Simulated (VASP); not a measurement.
# SnTe (Fm-3m) in VASP: a series of runs

The runs below take SnTe through single point, with PBE0.

Everything below comes from runs of VASP 6.6.1. Logs are shortened: lines on timing, memory, paths and dates and some standing lists are left out, and cuts for length are marked.

### 1 The cell of the first run

It takes space group Fm-3m (No. 225, cubic). Conventional cell: a = 6.217 Å, b = 6.217 Å, c = 6.217 Å, α = 90.00°, β = 90.00°, γ = 90.00°. Te (site symmetry m-3m) has 6 Sn at 3.11 Å within 4.1 Å. Within 4.1 Å of Sn (site symmetry m-3m) lie 6 Te at 3.11 Å.

### 2 Single point, PBE0

POSCAR

```
SnTe
1.0
    0.0000000000      3.1082657258      3.1082657258
    3.1082657258      0.0000000000      3.1082657258
    3.1082657258      3.1082657258      0.0000000000
Te Sn
1 1
Direct
    0.5000000000      0.5000000000      0.5000000000
    0.0000000000      0.0000000000      0.0000000000
```

INCAR.step1

```
ALGO = Normal
EDIFF = 1E-5
ENCUT = 520
GGA = PE
ISIF = 2
ISMEAR = -1
LASPH = T
LCHARG = F
LREAL = F
LWAVE = T
NBANDS = 17
NELM = 60
PREC = Accurate
SIGMA = 0.05
```

INCAR.step2

```
AEXX = 0.25
ALGO = Normal
EDIFF = 1E-7
ENCUT = 520
GGA = PE
ISIF = 2
ISMEAR = -1
ISTART = 1
LASPH = T
LCHARG = F
LHFCALC = T
LREAL = F
LWAVE = F
NBANDS = 17
NELM = 60
PREC = Accurate
PRECFOCK = Normal
SIGMA = 0.05
```

KPOINTS

```
k-points
0
Gamma
  4 4 4
```

Potentials or basis: VASP PAW PBE potentials, release 64 (Te, Sn_d).

On the command line:

```console
$ cat potpaw_PBE.64/Te/POTCAR potpaw_PBE.64/Sn_d/POTCAR > POTCAR
$ cp INCAR.step1 INCAR
$ mpirun -np 1 vasp_std > vasp.out
$ cp INCAR.step2 INCAR
$ mpirun -np 1 vasp_std > vasp.out
```

OUTCAR:

```text
AEXX = 0.25
   EDIFF = 1E-7
   ENCUT = 520
   GGA = PE
   ISIF = 2
   ISMEAR = -1
   ISTART = 1
   LASPH = T
   LHFCALC = T
   LREAL = F
   NELM = 60
   PREC = Accurate
   PRECFOCK = Normal

 ion  position               nearest neighbor table
   1  0.500  0.500  0.500-   2 3.11   2 3.11   2 3.11   2 3.11   2 3.11   2 3.11
   2  0.000  0.000  0.000-   1 3.11   1 3.11   1 3.11   1 3.11   1 3.11   1 3.11

  LATTYP: Found a face centered cubic cell.
 ALAT       =     6.2165314516

  Lattice vectors:

 A1 = (   0.0000000000,   3.1082657258,   3.1082657258)
 A2 = (   3.1082657258,   0.0000000000,   3.1082657258)
 A3 = (   3.1082657258,   3.1082657258,   0.0000000000)

Analysis of symmetry for initial positions (statically):
=====================================================================
 Subroutine PRICEL returns:
 Original cell was already a primitive cell.

 Routine SETGRP: Setting up the symmetry group for a
 face centered cubic supercell.

 Subroutine GETGRP returns: Found 48 space group operations
 (whereof 48 operations were pure point group operations)
 out of a pool of 48 trial point group operations.

The static configuration has the point symmetry O_h .

Analysis of symmetry for dynamics (positions and initial velocities):
=====================================================================
 Subroutine PRICEL returns:
 Original cell was already a primitive cell.

 Routine SETGRP: Setting up the symmetry group for a
 face centered cubic supercell.

 Subroutine GETGRP returns: Found 48 space group operations
 (whereof 48 operations were pure point group operations)
 out of a pool of 48 trial point group operations.

The dynamic configuration has the point symmetry O_h .

 Subroutine INISYM returns: Found 48 space group operations
 (whereof 48 operations are pure point group operations),
 and found     1 'primitive' translations

----------------------------------------------------------------------------------------

                                     Primitive cell

  volume of cell :      60.0599

  direct lattice vectors                    reciprocal lattice vectors
     0.000000000  3.108265726  3.108265726    -0.160861408  0.160861408  0.160861408
     3.108265726  0.000000000  3.108265726     0.160861408 -0.160861408  0.160861408
     3.108265726  3.108265726  0.000000000     0.160861408  0.160861408 -0.160861408

  length of vectors
     4.395751545  4.395751545  4.395751545     0.278620131  0.278620131  0.278620131

  position of ions in fractional coordinates (direct lattice)
     0.500000000  0.500000000  0.500000000
     0.000000000  0.000000000  0.000000000

  ion indices of the primitive-cell ions
   primitive index   ion index
                 1           1
                 2           2

----------------------------------------------------------------------------------------

 KPOINTS: k-points

Automatic generation of k-mesh.
 Grid dimensions read from file:
 generate k-points for:    4    4    4

 Generating k-lattice:

  Cartesian coordinates                     Fractional coordinates (reciprocal lattice)
    -0.040215352  0.040215352  0.040215352     0.250000000  0.000000000  0.000000000
     0.040215352 -0.040215352  0.040215352     0.000000000  0.250000000  0.000000000
     0.040215352  0.040215352 -0.040215352     0.000000000  0.000000000  0.250000000

  Length of vectors
     0.069655033  0.069655033  0.069655033

  Shift w.r.t. Gamma in fractional coordinates (k-lattice)
     0.000000000  0.000000000  0.000000000

 Subroutine IBZKPT returns following result:
 ===========================================

 Found      8 irreducible k-points:

 Following reciprocal coordinates:
            Coordinates               Weight
  0.000000  0.000000  0.000000      1.000000
  0.250000  0.000000  0.000000      8.000000
  0.500000  0.000000  0.000000      4.000000
  0.250000  0.250000  0.000000      6.000000
  0.500000  0.250000  0.000000     24.000000
 -0.250000  0.250000  0.000000     12.000000
  0.500000  0.500000  0.000000      3.000000
 -0.250000  0.500000  0.250000      6.000000
   k-points           NKPTS =      8   k-points in BZ     NKDIM =     64   number of bands    NBANDS=     17
   number of dos      NEDOS =    301   number of ions     NIONS =      2
   total plane-waves  NPLWV =  46656
   dimension x,y,z NGX =    36 NGY =   36 NGZ =   36
   dimension x,y,z NGXF=    72 NGYF=   72 NGZF=   72
   ions per type =               1   1
   NGX,Y,Z   is equivalent  to a cutoff of  13.62, 13.62, 13.62 a.u.
   NGXF,Y,Z  is equivalent  to a cutoff of  27.23, 27.23, 27.23 a.u.
 SYSTEM =  unknown system
   PREC   = accura    normal or accurate (medium, high low for compatibility)
   ISTART =      1    job   : 0-new  1-cont  2-samecut
   ICHARG =      0    charge: 1-file 2-atom 10-const
   ISPIN  =      1    spin polarized calculation?
   LNONCOLLINEAR =      F non collinear calculations
   LSORBIT =      F    spin-orbit coupling
   LASPH  =      T    aspherical Exc in radial PAW
   ENCUT  =  520.0 eV  38.22 Ry    6.18 a.u.   8.17  8.17  8.17*2*pi/ulx,y,z
   NELM   =     60;   NELMIN=  2; NELMDL=  0     # of ELM steps
   EDIFF  = 0.1E-06   stopping-criterion for ELM
   LREAL  =      F    real-space projection
   EDIFFG = 0.1E-05   stopping-criterion for IOM
   NSW    =      0    number of steps for IOM
   IBRION =     -1    ionic relax: 0-MD 1-quasi-New 2-CG
   NFREE  =      0    steps in history (QN), initial steepest desc. (CG)
   ISIF   =      2    stress and relaxation
   ISYM   =      3    0-nonsym 1-usesym 2-fastsym
   POTIM  = 0.5000    time-step for ionic-motion
   TEBEG  =    0.0;   TEEND  =   0.0 temperature during run
   PSTRESS=    0.0 pullay stress
   NELECT =      20.0000    total number of electrons
   NUPDOWN=      -1.0000    fix difference up-down
   EMIN   =  10.00;   EMAX   =-10.00  energy-range for DOS
   EFERMI =   0.00;   METHOD = LEGACY
   ISMEAR =    -1;   SIGMA  =   0.05  broadening in eV -4-tet -1-fermi 0-gaus
   EFERMI_NEDOS =   21; number of points for ismear=-14 and -15
   IALGO  =     38    algorithm
   IMIX   =      1    mixing-type and parameters
     AMIX     =   0.40;   BMIX     =  1.00
     AMIX_MAG =   1.60;   BMIX_MAG =  1.00
  volume/ion in A,a.u.               =      30.03       202.65
  Fermi-wavevector in a.u.,A,eV,Ry     =   1.134723  2.144316 17.518825  1.287597
  Thomas-Fermi vector in A             =   2.271428
   LORBIT       =      0    0 simple, 1 ext, 2 COOP (PROOUT), +10 PAW based schemes
   GGA     = PE    functional components
   LHFCALC =     T    Hartree Fock is set to
   PRECFOCK=normal    Normal, Fast or Accurate (Low or Medium for compatibility)
   ENCUT4O =  -1.0   cutoff for four orbital integrals eV
   NKREDX  =     1    reduce k-point grid by
   NKREDY  =     1    reduce k-point grid by
   NKREDZ  =     1    reduce k-point grid by
   AEXX    =    0.2500 exact exchange contribution
   HFSCREEN=    0.0000 screening length (either q_TF or 0.3 A-1)
   HFSCREENC=   0.0000 screening length for correlation (either q_TF or 0.3 A-1)
   ENCUTFOCK=  -1.0 apply spherical cutoff to Coloumb kernel
   IVDW    =     0    specifies the selected vdW correction
   LEPSILON=     F    determine dielectric tensor
   LRPA    =     F    only Hartree local field effects (RPA)
 non-spin polarized calculation
  energy-cutoff  :      520.00
  volume of cell :       60.06
 maximum number of plane-waves:      1639
 NGX is ok and might be reduce to    36
  NGX = 28; NGY = 28; NGZ = 28

 number of electron      19.9999998 magnetization

 Free energy of the ion-electron system (eV)
  ---------------------------------------------------
  ext. energy  EPLUGINS =         0.00000000
  ---------------------------------------------------
  free energy    TOTEN  =       -10.02031649 eV

  energy without entropy =      -10.02027515  energy(sigma->0) =      -10.02029582

 E-fermi :   7.5329     XC(G=0):  -7.6888

 val. band max:        7.1376101046   @ k =   0.5000   0.0000   0.0000
 cond. band min:       7.9293200026   @ k =   0.5000   0.0000   0.0000
 fundamental gap:      0.7917098980
 Fermi energy:         7.5328691515

 k-point     1 :       0.0000    0.0000    0.0000
  band No.  band energies     occupation
      1     -17.4217      2.00000
      2     -17.4217      2.00000
      3     -17.4042      2.00000
      4     -17.4042      2.00000
      5     -17.4042      2.00000
      6      -7.6792      2.00000
      7       2.0628      2.00000
      8       4.3195      2.00000
      9       4.3195      2.00000
     10       4.3195      2.00000
     11      11.7248      0.00000
     12      11.7248      0.00000
     13      11.7248      0.00000
     14      12.8008      0.00000
     15      12.8008      0.00000
     16      12.8008      0.00000
     17      14.9117      0.00000

 k-point     2 :       0.2500    0.0000    0.0000
  band No.  band energies     occupation
      1     -17.4253      2.00000
      2     -17.4253      2.00000
      3     -17.4035      2.00000
      4     -17.4004      2.00000
      5     -17.4004      2.00000
      6      -7.0793      2.00000
      7      -0.6038      2.00000
      8       4.4539      2.00000
      9       4.4539      2.00000
     10       6.0552      2.00000
     11       9.5385      0.00000
     12       9.5385      0.00000
     13       9.6445      0.00000
     14      13.2472      0.00000
     15      14.1622      0.00000
     16      14.1622      0.00000
     17      18.4853      0.00000

 k-point     3 :       0.5000    0.0000    0.0000
  band No.  band energies     occupation
      1     -17.4294      2.00000
      2     -17.4294      2.00000
      3     -17.4028      2.00000
      4     -17.3961      2.00000
      5     -17.3961      2.00000
      6      -6.1101      2.00000
      7      -2.6860      2.00000
      8       4.7018      2.00000
      9       4.7018      2.00000
     10       7.1376      1.99926
     11       7.9293      0.00072
     12       8.1502      0.00001
     13       8.1502      0.00001
     14      16.2440      0.00000
     15      17.3215      0.00000
     16      17.3215      0.00000
     17      17.3397      0.00000

 k-point     4 :       0.2500    0.2500    0.0000
  band No.  band energies     occupation
      1     -17.4334      2.00000
      2     -17.4189      2.00000
      3     -17.4067      2.00000
      4     -17.3977      2.00000
      5     -17.3977      2.00000
      6      -6.8870      2.00000
      7      -0.1487      2.00000
      8       3.2398      2.00000
      9       3.2398      2.00000
     10       4.6376      2.00000
     11      10.1476      0.00000
     12      10.8348      0.00000
     13      12.2999      0.00000
     14      12.2999      0.00000
     15      15.9117      0.00000
     16      15.9918      0.00000
     17      15.9918      0.00000

 k-point     5 :       0.5000    0.2500    0.0000
  band No.  band energies     occupation
      1     -17.4372      2.00000
      2     -17.4224      2.00000
      3     -17.4042      2.00000
      4     -17.3957      2.00000
      5     -17.3938      2.00000
      6      -5.9505      2.00000
      7      -1.7922      2.00000
      8       1.9938      2.00000
      9       3.2385      2.00000
     10       4.1489      2.00000
     11      10.7567      0.00000
     12      10.7905      0.00000
     13      12.2908      0.00000
     14      12.6097      0.00000
     15      17.0428      0.00000
     16      17.6502      0.00000
     17      18.6810      0.00000

 k-point     6 :      -0.2500    0.2500    0.0000
  band No.  band energies     occupation
      1     -17.4294      2.00000
      2     -17.4280      2.00000
      3     -17.4008      2.00000
      4     -17.3983      2.00000
      5     -17.3972      2.00000
      6      -6.2638      2.00000
      7      -1.7057      2.00000
      8       1.9938      2.00000
      9       4.4913      2.00000
     10       5.9199      2.00000
     11       8.7987      0.00000
     12       9.1456      0.00000
     13      12.4318      0.00000
     14      14.3613      0.00000
     15      14.5991      0.00000
     16      16.3349      0.00000
     17      17.4166      0.00000

 k-point     7 :       0.5000    0.5000    0.0000
  band No.  band energies     occupation
      1     -17.4457      2.00000
      2     -17.4161      2.00000
      3     -17.4091      2.00000
      4     -17.3910      2.00000
      5     -17.3910      2.00000
      6      -5.7234      2.00000
      7      -0.2382      2.00000
      8       0.2261      2.00000
      9       2.4246      2.00000
     10       2.4246      2.00000
     11       9.9256      0.00000
     12      13.5747      0.00000
     13      13.5747      0.00000
     14      15.2628      0.00000
     15      17.5176      0.00000
     16      19.2163      0.00000
     17      19.7379      0.00000

 k-point     8 :      -0.2500    0.5000    0.2500
  band No.  band energies     occupation
      1     -17.4383      2.00000
      2     -17.4232      2.00000
      3     -17.4003      2.00000
      4     -17.4003      2.00000
      5     -17.3910      2.00000
      6      -5.6105      2.00000
      7      -1.4436      2.00000
      8       1.1195      2.00000
      9       1.1195      2.00000
     10       6.0323      2.00000
     11       8.7533      0.00000
     12      12.7887      0.00000
     13      12.7887      0.00000
     14      14.7517      0.00000
     15      14.7517      0.00000
     16      18.9738      0.00000
     17      19.6957      0.00000

------------------------ aborting loop because EDIFF is reached ----------------------------------------

  FORCE on cell =-STRESS in cart. coord.  units (eV):
  Direction    XX          YY          ZZ          XY          YZ          ZX
  --------------------------------------------------------------------------------------
  -------------------------------------------------------------------------------------
  Total        0.7639351      0.7639351      0.7639351     -0.0000000      0.0000000      0.0000000
  in kB       20.3789887     20.3789887     20.3789887     -0.0000000      0.0000000      0.0000000
  external PRESSURE =      20.3789887 kB  Pullay stress =       0.0000000 kB

 VOLUME and BASIS-vectors are now :
 -----------------------------------------------------------------------------
  energy-cutoff  :      520.00
  volume of cell :       60.06
      direct lattice vectors                 reciprocal lattice vectors
     0.000000000  3.108265726  3.108265726    -0.160861408  0.160861408  0.160861408
     3.108265726  0.000000000  3.108265726     0.160861408 -0.160861408  0.160861408
     3.108265726  3.108265726  0.000000000     0.160861408  0.160861408 -0.160861408

 POSITION                                       TOTAL-FORCE (eV/Angst)
 -----------------------------------------------------------------------------------
      3.10827      3.10827      3.10827        -0.000000      0.000000     -0.000000
      0.00000      0.00000      0.00000         0.000000     -0.000000      0.000000
 -----------------------------------------------------------------------------------
    total drift:                                0.000000     -0.000000     -0.000000

  FREE ENERGIE OF THE ION-ELECTRON SYSTEM (eV)
  ---------------------------------------------------
  free  energy   TOTEN  =       -10.0203164912 eV

  energy  without entropy=      -10.0202751549  energy(sigma->0) =      -10.02029582
```

It took 23 min on 1 thread of Intel Xeon Platinum 8488C (Sapphire Rapids), shared host; peak memory 0.21 GiB.

Results:

```
Free energy            : -10.0203 eV
Pressure               : 2.0 GPa
Band gap on the k mesh : 0.79 eV
```

Caveat: the k points lie up to 0.44 Å⁻¹ apart; the PAW data sets were made with another functional, which shifts forces and pressure a little; spin-orbit coupling is left out, which moves the levels of the heavy elements.

[end of part 1 of 2]
